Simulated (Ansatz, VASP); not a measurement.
## Two plane-wave programs on NaI

```
CELL_PARAMETERS angstrom
0.00000 3.18012 3.18012
3.18012 0.00000 3.18012
3.18012 3.18012 0.00000
ATOMIC_POSITIONS crystal
Na 0.00000 0.00000 0.00000
I 0.50000 0.50000 0.50000
```

Alike in both runs: functional PBE; dispersion D3(BJ); k mesh 6 × 6 × 6; occupations gaussian, width 0.02 eV; no spin polarisation.

Ansatz relaxed the structure, and its values are those at the end. VASP's run is a single point on that final structure, the one shown.

|  | VASP | Ansatz |
| --- | --- | --- |
| version | VASP 6.6.1 | Ansatz 0.2.0 |
| potentials or method | VASP PAW PBE potentials, release 64 (Na_pv, I), cutoff 500 eV | scalar-relativistic, plane waves, PAW |
| valence electrons in the cell | 14 | 26 |

```tsv
	VASP	Ansatz	Ansatz less VASP
gap on the k mesh at the Fermi level (eV)	3.79	3.79	+0.004
least direct gap on the mesh (eV)	3.79	3.79	+0.004
pressure (GPa)	0.0	0.0	-0.02
```

VASP's potentials hold 14 valence electrons a cell and Ansatz's 26, so a difference there can come from the potentials and not from the codes.

Neither program's run includes spin-orbit coupling.
